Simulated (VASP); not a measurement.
# NaCl (P-1) in VASP: single point with PBE+U

Aim: the single point of NaCl with PBE+U.

Everything below comes from runs of VASP 6.6.1. Logs are shortened: lines on timing, memory, paths and dates and some standing lists are left out, and cuts for length are marked.

### Step 1. The cell of the first run

The typed cell holds 2 atoms: a = 3.458 Å, b = 3.505 Å, c = 3.479 Å, α = 90.47°, β = 90.21°, γ = 90.43°.

### Step 2. Single point, PBE+U, collinear spin

Contents of INCAR:

```
SYSTEM = NaCl
  ALGO = Normal
  EDIFF = 1E-6
  ENCUT = 1130
  GGA = PE
  GGA_COMPAT = .False.
  ISIF = 2
  ISMEAR = 0
  ISPIN = 2
  LASPH = .True.
  LCHARG = .True.
  LDAU = .True.
  LDAUJ = 0 0
  LDAUL = -1 1
  LDAUPRINT = 1
  LDAUTYPE = 2
  LDAUU = 0 3
  LELF = .True.
  LORBIT = 11
  LREAL = .False.
  LVHAR = .True.
  LWAVE = .False.
  MAGMOM = 0 -5
  NBANDS = 19
  NELM = 200
  PREC = Accurate
  SIGMA = 0.1
```

Contents of KPOINTS:

```
k-points
0
Gamma
  2 2 2
  0 0 0
```

Contents of POSCAR:

```
NaCl
1.0
    3.4579803856     -0.0130727160     -0.0063963744
   -0.0130727160      3.5051049976     -0.0144029123
   -0.0063963744     -0.0144029123      3.4790078306
Na Cl
1 1
Direct
    0.0000000000      0.0000000000      0.0000000000
    0.5000000000      0.5000000000      0.5000000000
```

Potentials or basis: VASP PAW PBE potentials, release 64 (Na_sv, Cl).

On the command line:

```
$ cat potpaw_PBE.64/Na_sv/POTCAR potpaw_PBE.64/Cl/POTCAR > POTCAR
$ mpirun -np 1 vasp_std > vasp.out
```

OUTCAR:

```text
SYSTEM = NaCl
   EDIFF = 1E-6
   ENCUT = 1130
   GGA = PE
   ISIF = 2
   ISMEAR = 0
   ISPIN = 2
   LASPH = .True.
   LORBIT = 11
   LREAL = .False.
   NELM = 200
   PREC = Accurate

 ion  position               nearest neighbor table
   1  0.000  0.000  0.000-
   2  0.500  0.500  0.500-

  LATTYP: Found a triclinic cell.
 ALAT       =     3.4790435241
 B/A-ratio  =     1.4125318891
 C/A-ratio  =     1.0075065008
 COS(alpha) =     0.0005557904
 COS(beta)  =     0.0082420040
 COS(gamma) =     0.7105329017

  Lattice vectors:

 A1 = (  -0.0063963744,  -0.0144029123,   3.4790078306)
 A2 = (  -3.4643767600,  -0.0013301963,   3.4854042050)
 A3 = (   0.0130727160,  -3.5051049976,   0.0144029123)

Analysis of symmetry for initial positions (statically):
=====================================================================
 Subroutine PRICEL returns:
 Original cell was already a primitive cell.

 Routine SETGRP: Setting up the symmetry group for a
 triclinic supercell.

 Subroutine GETGRP returns: Found  2 space group operations
 (whereof  2 operations were pure point group operations)
 out of a pool of  2 trial point group operations.

The static configuration has the point symmetry S_2 .

Analysis of symmetry for dynamics (positions and initial velocities):
=====================================================================
 Subroutine PRICEL returns:
 Original cell was already a primitive cell.

 Routine SETGRP: Setting up the symmetry group for a
 triclinic supercell.

 Subroutine GETGRP returns: Found  2 space group operations
 (whereof  2 operations were pure point group operations)
 out of a pool of  2 trial point group operations.

The dynamic configuration has the point symmetry S_2 .

Analysis of structural, dynamic, and magnetic symmetry:
=====================================================================
 Subroutine PRICEL returns:
 Original cell was already a primitive cell.

 Routine SETGRP: Setting up the symmetry group for a
 triclinic supercell.

 Subroutine GETGRP returns: Found  2 space group operations
 (whereof  2 operations were pure point group operations)
 out of a pool of  2 trial point group operations.

The overall configuration has the point symmetry S_2 .

 Subroutine INISYM returns: Found  2 space group operations
 (whereof  2 operations are pure point group operations),
 and found     1 'primitive' translations

----------------------------------------------------------------------------------------

                                     Primitive cell

  volume of cell :      42.1662

  direct lattice vectors                    reciprocal lattice vectors
     3.457980386 -0.013072716 -0.006396374     0.289191218  0.001080777  0.000536171
    -0.013072716  3.505104998 -0.014402912     0.001080777  0.285307051  0.001183143
    -0.006396374 -0.014402912  3.479007831     0.000536171  0.001183143  0.287444156

  length of vectors
     3.458011012  3.505158967  3.479043524     0.289193734  0.285311551  0.287447091

  position of ions in fractional coordinates (direct lattice)
     0.000000000  0.000000000  0.000000000
     0.500000000  0.500000000  0.500000000

  ion indices of the primitive-cell ions
   primitive index   ion index
                 1           1
                 2           2

----------------------------------------------------------------------------------------

 KPOINTS: k-points

Automatic generation of k-mesh.
 Grid dimensions read from file:
 generate k-points for:    2    2    2

 Generating k-lattice:

  Cartesian coordinates                     Fractional coordinates (reciprocal lattice)
     0.144595609  0.000540389  0.000268085     0.500000000  0.000000000  0.000000000
     0.000540389  0.142653525  0.000591572     0.000000000  0.500000000  0.000000000
     0.000268085  0.000591572  0.143722078    -0.000000000  0.000000000  0.500000000

  Length of vectors
     0.144596867  0.142655775  0.143723546

  Shift w.r.t. Gamma in fractional coordinates (k-lattice)
     0.000000000  0.000000000  0.000000000

 Subroutine IBZKPT returns following result:
 ===========================================

 Found      8 irreducible k-points:

 Following reciprocal coordinates:
            Coordinates               Weight
  0.000000  0.000000  0.000000      1.000000
  0.500000 -0.000000  0.000000      1.000000
  0.000000  0.500000  0.000000      1.000000
  0.500000  0.500000  0.000000      1.000000
  0.000000  0.000000  0.500000      1.000000
  0.500000  0.000000  0.500000      1.000000
  0.000000  0.500000  0.500000      1.000000
  0.500000  0.500000  0.500000      1.000000
   k-points           NKPTS =      8   k-points in BZ     NKDIM =      8   number of bands    NBANDS=     19
   number of dos      NEDOS =    301   number of ions     NIONS =      2
   total plane-waves  NPLWV =  64000
   dimension x,y,z NGX =    40 NGY =   40 NGZ =   40
   dimension x,y,z NGXF=    80 NGYF=   80 NGZF=   80
   ions per type =               1   1
   NGX,Y,Z   is equivalent  to a cutoff of  19.23, 18.97, 19.11 a.u.
   NGXF,Y,Z  is equivalent  to a cutoff of  38.46, 37.94, 38.23 a.u.
 SYSTEM =  NaCl
   PREC   = accura    normal or accurate (medium, high low for compatibility)
   ISTART =      0    job   : 0-new  1-cont  2-samecut
   ICHARG =      2    charge: 1-file 2-atom 10-const
   ISPIN  =      2    spin polarized calculation?
   LNONCOLLINEAR =      F non collinear calculations
   LSORBIT =      F    spin-orbit coupling
   LASPH  =      T    aspherical Exc in radial PAW
   ENCUT  = 1130.0 eV  83.05 Ry    9.11 a.u.   9.48  9.61  9.54*2*pi/ulx,y,z
   NELM   =    200;   NELMIN=  2; NELMDL= -5     # of ELM steps
   EDIFF  = 0.1E-05   stopping-criterion for ELM
   LREAL  =      F    real-space projection
   EDIFFG = 0.1E-04   stopping-criterion for IOM
   NSW    =      0    number of steps for IOM
   IBRION =     -1    ionic relax: 0-MD 1-quasi-New 2-CG
   NFREE  =      0    steps in history (QN), initial steepest desc. (CG)
   ISIF   =      2    stress and relaxation
   ISYM   =      2    0-nonsym 1-usesym 2-fastsym
   POTIM  = 0.5000    time-step for ionic-motion
   TEBEG  =    0.0;   TEEND  =   0.0 temperature during run
   PSTRESS=    0.0 pullay stress
   NELECT =      16.0000    total number of electrons
   NUPDOWN=      -1.0000    fix difference up-down
   EMIN   =  10.00;   EMAX   =-10.00  energy-range for DOS
   EFERMI =   0.00;   METHOD = LEGACY
   ISMEAR =     0;   SIGMA  =   0.10  broadening in eV -4-tet -1-fermi 0-gaus
   EFERMI_NEDOS =   21; number of points for ismear=-14 and -15
   IALGO  =     38    algorithm
   IMIX   =      4    mixing-type and parameters
     AMIX     =   0.40;   BMIX     =  1.00
     AMIX_MAG =   1.60;   BMIX_MAG =  1.00
  volume/ion in A,a.u.               =      21.08       142.28
  Fermi-wavevector in a.u.,A,eV,Ry     =   1.185205  2.239713 19.112255  1.404711
  Thomas-Fermi vector in A             =   2.321404
   LORBIT       =     11    0 simple, 1 ext, 2 COOP (PROOUT), +10 PAW based schemes
 LDA+U is selected, type is set to LDAUTYPE =  2
   angular momentum for each species LDAUL =    -1    1
   U (eV)           for each species LDAUU =   0.0  3.0
   J (eV)           for each species LDAUJ =   0.0  0.0
   GGA     = PE    functional components
   LHFCALC =     F    Hartree Fock is set to
   AEXX    =    0.0000 exact exchange contribution
   IVDW    =     0    specifies the selected vdW correction
   LEPSILON=     F    determine dielectric tensor
   LRPA    =     F    only Hartree local field effects (RPA)
 spin polarized calculation
 Gauss-broadening in eV      SIGMA  =   0.10
  energy-cutoff  :     1130.00
  volume of cell :       42.17
 maximum number of plane-waves:      3703
 NGX is ok and might be reduce to    40
   NGX = 19   NGY = 19   NGZ = 19

 number of electron      16.0000000 magnetization      -0.0014195

 number of electron      16.0000000 magnetization       0.0000048

 Free energy of the ion-electron system (eV)
  ---------------------------------------------------
  ext. energy  EPLUGINS =         0.00000000
  ---------------------------------------------------
  free energy    TOTEN  =        -3.83592619 eV

  energy without entropy =       -3.83592619  energy(sigma->0) =       -3.83592619

 E-fermi :   1.5078     XC(G=0):  -8.3653

 val. band max:        0.9431610964   @ k =   0.0000   0.5000   0.5000
 cond. band min:       4.9529232147   @ k =   0.0000   0.0000   0.0000
 fundamental gap:      4.0097621183
 Fermi energy:         1.5077842295

 spin component 1

 k-point     1 :       0.0000    0.0000    0.0000
  band No.  band energies     occupation
      1     -49.5729      1.00000
      2     -21.4685      1.00000
      3     -21.4678      1.00000
      4     -21.4656      1.00000
      5     -12.2321      1.00000
      6       0.3361      1.00000
[... 11 lines left out ...]
     18      20.6094      0.00000
     19      20.8527      0.00000
[... 133 lines left out ...]
 k-point     8 :       0.5000    0.5000    0.5000
  band No.  band energies     occupation
      1     -49.5680      1.00000
      2     -21.4984      1.00000
      3     -21.4951      1.00000
      4     -21.4903      1.00000
      5     -11.2566      1.00000
      6      -1.0220      1.00000
[... 11 lines left out ...]
     18      24.2445      0.00000
     19      24.3366      0.00000
 Fermi energy:         1.5077842295

 spin component 2

 k-point     1 :       0.0000    0.0000    0.0000
  band No.  band energies     occupation
      1     -49.5728      1.00000
      2     -21.4685      1.00000
      3     -21.4678      1.00000
      4     -21.4656      1.00000
      5     -12.2321      1.00000
      6       0.3361      1.00000
[... 11 lines left out ...]
     18      20.6093      0.00000
     19      20.8527      0.00000
[... 133 lines left out ...]
 k-point     8 :       0.5000    0.5000    0.5000
  band No.  band energies     occupation
      1     -49.5680      1.00000
      2     -21.4983      1.00000
      3     -21.4951      1.00000
      4     -21.4903      1.00000
      5     -11.2566      1.00000
      6      -1.0220      1.00000
[... 11 lines left out ...]
     18      24.2534      0.00000
     19      24.3347      0.00000

------------------------ aborting loop because EDIFF is reached ----------------------------------------

  FORCE on cell =-STRESS in cart. coord.  units (eV):
  Direction    XX          YY          ZZ          XY          YZ          ZX
  --------------------------------------------------------------------------------------
  -------------------------------------------------------------------------------------
  Total        1.2065160      0.8370243      1.0393793     -0.0172908     -0.0187782     -0.0081044
  in kB       45.8437051     31.8042157     39.4930526     -0.6569939     -0.7135090     -0.3079415
  external PRESSURE =      39.0469911 kB  Pullay stress =       0.0000000 kB

 VOLUME and BASIS-vectors are now :
 -----------------------------------------------------------------------------
  energy-cutoff  :     1130.00
  volume of cell :       42.17
      direct lattice vectors                 reciprocal lattice vectors
     3.457980386 -0.013072716 -0.006396374     0.289191218  0.001080777  0.000536171
    -0.013072716  3.505104998 -0.014402912     0.001080777  0.285307051  0.001183143
    -0.006396374 -0.014402912  3.479007831     0.000536171  0.001183143  0.287444156

 POSITION                                       TOTAL-FORCE (eV/Angst)
 -----------------------------------------------------------------------------------
      0.00000      0.00000      0.00000        -0.000000     -0.000000      0.000000
      1.71926      1.73881      1.72910         0.000000      0.000000     -0.000000
 -----------------------------------------------------------------------------------
    total drift:                                0.000000      0.000000     -0.000000

  FREE ENERGIE OF THE ION-ELECTRON SYSTEM (eV)
  ---------------------------------------------------
  free  energy   TOTEN  =        -3.8359261868 eV

  energy  without entropy=       -3.8359261868  energy(sigma->0) =       -3.83592619

 total charge

# of ion       s       p       d       tot
------------------------------------------
    1        1.931   5.601   0.000   7.532
    2        1.573   3.698   0.000   5.271
--------------------------------------------------
tot          3.504   9.299   0.000  12.803

 magnetization (x)

# of ion       s       p       d       tot
------------------------------------------
    1        0.000   0.000   0.000   0.000
    2       -0.000  -0.000   0.000  -0.000
--------------------------------------------------
tot         -0.000  -0.000   0.000  -0.000
```

Wall time 21 s (1 thread of Intel Xeon 6975P-C (Granite Rapids), shared host); peak memory 0.28 GiB.

Results:

```yaml
Free_energy: -3.8359 eV
Pressure: 3.9 GPa
Band_gap_on_the_k_mesh: 4.01 eV (least direct gap 4.50 eV)
Net_moment: 0.00 μB per cell
Valence_electrons_inside_the_program's_atomic_spheres: Na 7.53; Cl 5.27
```

Levels at points of the mesh, in eV from the valence-band top:
Spin up:
| k point | band 6 | band 7 | band 8 | band 9 | band 10 | band 11 |
| --- | --- | --- | --- | --- | --- | --- |
| (0.00, 0.00, 0.00) | -0.61 | -0.54 | -0.49 | 4.01 | 8.53 | 8.64 |
| (0.50, 0.00, 0.00) | -3.08 | -0.35 | -0.29 | 6.95 | 8.64 | 10.55 |
| (0.00, 0.50, 0.00) | -3.07 | -0.31 | -0.26 | 7.00 | 8.56 | 10.56 |
| (0.50, 0.50, 0.00) | -2.40 | -2.34 | -0.03 | 5.45 | 9.97 | 11.01 |
| (0.00, 0.00, 0.50) | -3.07 | -0.36 | -0.25 | 6.97 | 8.60 | 10.56 |
| (0.50, 0.00, 0.50) | -2.38 | -2.35 | -0.07 | 5.49 | 9.90 | 11.03 |
| (0.00, 0.50, 0.50) | -2.39 | -2.36 | 0.00 | 5.42 | 10.03 | 11.04 |
| (0.50, 0.50, 0.50) | -1.97 | -1.94 | -1.91 | 7.03 | 7.05 | 7.13 |
Spin down:
| k point | band 6 | band 7 | band 8 | band 9 | band 10 | band 11 |
| --- | --- | --- | --- | --- | --- | --- |
| (0.00, 0.00, 0.00) | -0.61 | -0.54 | -0.49 | 4.01 | 8.53 | 8.64 |
| (0.50, 0.00, 0.00) | -3.08 | -0.35 | -0.29 | 6.95 | 8.64 | 10.55 |
| (0.00, 0.50, 0.00) | -3.07 | -0.31 | -0.26 | 7.00 | 8.56 | 10.56 |
| (0.50, 0.50, 0.00) | -2.40 | -2.34 | -0.03 | 5.45 | 9.97 | 11.01 |
| (0.00, 0.00, 0.50) | -3.07 | -0.36 | -0.25 | 6.97 | 8.60 | 10.56 |
| (0.50, 0.00, 0.50) | -2.38 | -2.35 | -0.07 | 5.49 | 9.90 | 11.03 |
| (0.00, 0.50, 0.50) | -2.39 | -2.36 | 0.00 | 5.42 | 10.03 | 11.04 |
| (0.50, 0.50, 0.50) | -1.97 | -1.94 | -1.91 | 7.03 | 7.05 | 7.13 |

Caveat: the k points lie up to 0.91 Å⁻¹ apart.
